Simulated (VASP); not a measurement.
# ZnO (P6_3mc) in VASP: settings compared, part 2 of 2

VASP 6.6.1.

## 3. Single point, PBE (strain -2.0%)

INCAR

```
SYSTEM = ZnO
PREC = Accurate
ENCUT = 520
EDIFF = 1E-6
ISMEAR = -1
SIGMA = 0.02
LREAL = .False.
LASPH = .True.
NELM = 80
ALGO = Normal
ISIF = 2
LWAVE = .False.
LCHARG = .True.
GGA = PE
LELF = .True.
LVHAR = .True.
NBANDS = 26
```

KPOINTS

```
regular mesh
0
Gamma
  12 12 6
  0 0 0
```

POSCAR

```
ZnO
1.0
    3.1706340523      0.0000000000      0.0000000000
   -1.5853170261      2.7458496354      0.0000000000
    0.0000000000      0.0000000000      5.1067328084
Zn O
2 2
Direct
    0.3333333333      0.6666666667     -0.0023477531
    0.6666666667      0.3333333333      0.4976522469
    0.3333333333      0.6666666667      0.3773477531
    0.6666666667      0.3333333333      0.8773477531
```

Potentials or basis: VASP PAW PBE potentials, release 64 (Zn, O).

On the command line:

```bash
$ cat potpaw_PBE.64/Zn/POTCAR potpaw_PBE.64/O/POTCAR > POTCAR
$ mpirun -np 1 vasp_std > vasp.out
```

OUTCAR:

```text
SYSTEM = ZnO
   PREC = Accurate
   ENCUT = 520
   EDIFF = 1E-6
   ISMEAR = -1
   LREAL = .False.
   LASPH = .True.
   NELM = 80
   ISIF = 2
   GGA = PE

 ion  position               nearest neighbor table
   1  0.333  0.667  0.998-   4 1.93   4 1.93   4 1.93   3 1.94
   2  0.667  0.333  0.498-   3 1.93   3 1.93   3 1.93   4 1.94
   3  0.333  0.667  0.377-   2 1.93   2 1.93   2 1.93   1 1.94
   4  0.667  0.333  0.877-   1 1.93   1 1.93   1 1.93   2 1.94

  LATTYP: Found a hexagonal cell.
 ALAT       =     3.1706340523
 C/A-ratio  =     1.6106345684

  Lattice vectors:

 A1 = (   3.1706340523,   0.0000000000,   0.0000000000)
 A2 = (  -1.5853170261,   2.7458496354,   0.0000000000)
 A3 = (   0.0000000000,   0.0000000000,   5.1067328084)

Analysis of symmetry for initial positions (statically):
=====================================================================
 Subroutine PRICEL returns:
 Original cell was already a primitive cell.

 Routine SETGRP: Setting up the symmetry group for a
 hexagonal supercell.

 Subroutine GETGRP returns: Found 12 space group operations
 (whereof  6 operations were pure point group operations)
 out of a pool of 24 trial point group operations.

The static configuration has the point symmetry C_3v.
 The point group associated with its full space group is C_6v.

Analysis of symmetry for dynamics (positions and initial velocities):
=====================================================================
 Subroutine PRICEL returns:
 Original cell was already a primitive cell.

 Routine SETGRP: Setting up the symmetry group for a
 hexagonal supercell.

 Subroutine GETGRP returns: Found 12 space group operations
 (whereof  6 operations were pure point group operations)
 out of a pool of 24 trial point group operations.

The dynamic configuration has the point symmetry C_3v.
 The point group associated with its full space group is C_6v.

 Subroutine INISYM returns: Found 12 space group operations
 (whereof  6 operations are pure point group operations),
[... 119 lines left out ...]
     AMIX     =   0.40;   BMIX     =  1.00
     AMIX_MAG =   1.60;   BMIX_MAG =  1.00
  volume/ion in A,a.u.               =      11.11        75.01
  Fermi-wavevector in a.u.,A,eV,Ry     =   1.525880  2.883495 31.678570  2.328309
  Thomas-Fermi vector in A             =   2.633990
   LORBIT       =      0    0 simple, 1 ext, 2 COOP (PROOUT), +10 PAW based schemes
   GGA     = PE    functional components
   LHFCALC =     F    Hartree Fock is set to
   AEXX    =    0.0000 exact exchange contribution
   IVDW    =     0    specifies the selected vdW correction
   LEPSILON=     F    determine dielectric tensor
   LRPA    =     F    only Hartree local field effects (RPA)
 non-spin polarized calculation
  energy-cutoff  :      520.00
  volume of cell :       44.46
 maximum number of plane-waves:      1212
 NGX is ok and might be reduce to    24
   NGX = 11   NGY = 11   NGZ = 19

 number of electron      35.9999973 magnetization

 Free energy of the ion-electron system (eV)
  ---------------------------------------------------
  ext. energy  EPLUGINS =         0.00000000
  ---------------------------------------------------
  free energy    TOTEN  =       -17.59077199 eV

  energy without entropy =      -17.59077199  energy(sigma->0) =      -17.59077199

 E-fermi :   2.2312     XC(G=0): -11.2814

 val. band max:        1.8575055443   @ k =   0.0000   0.0000   0.0000
 cond. band min:       2.7378759312   @ k =   0.0000   0.0000   0.0000
 fundamental gap:      0.8803703869
 Fermi energy:         2.2312231744

 k-point     1 :       0.0000    0.0000    0.0000
  band No.  band energies     occupation
      1     -16.8213      2.00000
      2     -15.9888      2.00000
      3      -4.3440      2.00000
      4      -4.2096      2.00000
      5      -4.2096      2.00000
      6      -4.1466      2.00000
[... 685 lines left out ...]
     25      15.6797      0.00000
     26      16.3672      0.00000

 [... further k-points ...]

------------------------ aborting loop because EDIFF is reached ----------------------------------------

  FORCE on cell =-STRESS in cart. coord.  units (eV):
  Direction    XX          YY          ZZ          XY          YZ          ZX
  --------------------------------------------------------------------------------------
  -------------------------------------------------------------------------------------
  Total        5.0609517      5.0609517      5.0642425      0.0000000     -0.0000000     -0.0000000
  in kB      182.3798127    182.3798127    182.4984051      0.0000000     -0.0000000     -0.0000000
  external PRESSURE =     182.4193435 kB  Pullay stress =       0.0000000 kB

 VOLUME and BASIS-vectors are now :
 -----------------------------------------------------------------------------
  energy-cutoff  :      520.00
  volume of cell :       44.46
      direct lattice vectors                 reciprocal lattice vectors
     3.170634052  0.000000000  0.000000000     0.315394329  0.182093001  0.000000000
    -1.585317026  2.745849635  0.000000000     0.000000000  0.364186002  0.000000000
     0.000000000  0.000000000  5.106732808     0.000000000  0.000000000  0.195819918

 POSITION                                       TOTAL-FORCE (eV/Angst)
 -----------------------------------------------------------------------------------
     -0.00000      1.83057      5.09474        -0.000000      0.000000      0.006604
      1.58532      0.91528      2.54138        -0.000000     -0.000000      0.006604
     -0.00000      1.83057      1.92701        -0.000000      0.000000     -0.006604
      1.58532      0.91528      4.48038         0.000000      0.000000     -0.006604
 -----------------------------------------------------------------------------------
    total drift:                                0.000000      0.000001      0.001111

  FREE ENERGIE OF THE ION-ELECTRON SYSTEM (eV)
  ---------------------------------------------------
  free  energy   TOTEN  =       -17.5907719924 eV

  energy  without entropy=      -17.5907719924  energy(sigma->0) =      -17.59077199
```

OSZICAR:

```text
N       E                     dE             d eps       ncg     rms          rms(c)
DAV:   1     0.296295015120E+03    0.29630E+03   -0.18239E+04  4016   0.208E+03
DAV:   2     0.105678244568E+02   -0.28573E+03   -0.26865E+03  4100   0.415E+02
DAV:   3    -0.202675539521E+02   -0.30835E+02   -0.30446E+02  4354   0.139E+02
DAV:   4    -0.208518260499E+02   -0.58427E+00   -0.58298E+00  4406   0.194E+01
DAV:   5    -0.208546536660E+02   -0.28276E-02   -0.28274E-02  4254   0.141E+00    0.164E+01
DAV:   6    -0.174060727285E+02    0.34486E+01   -0.63943E+00  6092   0.598E+01    0.103E+01
DAV:   7    -0.176265717600E+02   -0.22050E+00   -0.29738E+00  4018   0.166E+01    0.602E+00
DAV:   8    -0.176376340355E+02   -0.11062E-01   -0.45665E-01  5866   0.767E+00    0.162E+00
DAV:   9    -0.175879164039E+02    0.49718E-01   -0.10268E-01  5866   0.658E+00    0.280E-01
DAV:  10    -0.175907388292E+02   -0.28224E-02   -0.36794E-02  4026   0.132E+00    0.144E-01
DAV:  11    -0.175907294480E+02    0.93812E-05   -0.51081E-04  4554   0.221E-01    0.401E-02
DAV:  12    -0.175907756672E+02   -0.46219E-04   -0.64742E-05  4176   0.663E-02    0.263E-02
DAV:  13    -0.175907741671E+02    0.15002E-05   -0.10412E-05  4312   0.266E-02    0.107E-02
DAV:  14    -0.175907721501E+02    0.20170E-05   -0.46204E-06  4332   0.190E-02    0.121E-03
DAV:  15    -0.175907719924E+02    0.15765E-06   -0.62590E-07  2030   0.789E-03
   1 F= -.17590772E+02 E0= -.17590772E+02  d E =-.192154E-10
```

It took 32 s on 1 thread of Intel Xeon 6975P-C (Granite Rapids), shared host; peak memory 0.2 GiB.

Results:

```
Free energy            : -17.5908 eV
Pressure               : 18.2 GPa
Largest force          : 0.007 eV/Å
Band gap on the k mesh : 0.88 eV, direct
```

Forces on the atoms (eV/Å):
```
Zn   0.000  0.000  0.007
Zn   0.000  0.000  0.007
O    0.000  0.000 -0.007
O    0.000  0.000 -0.007
```

Caveat: the cell differs from its parent crystal (strain -2.0%).
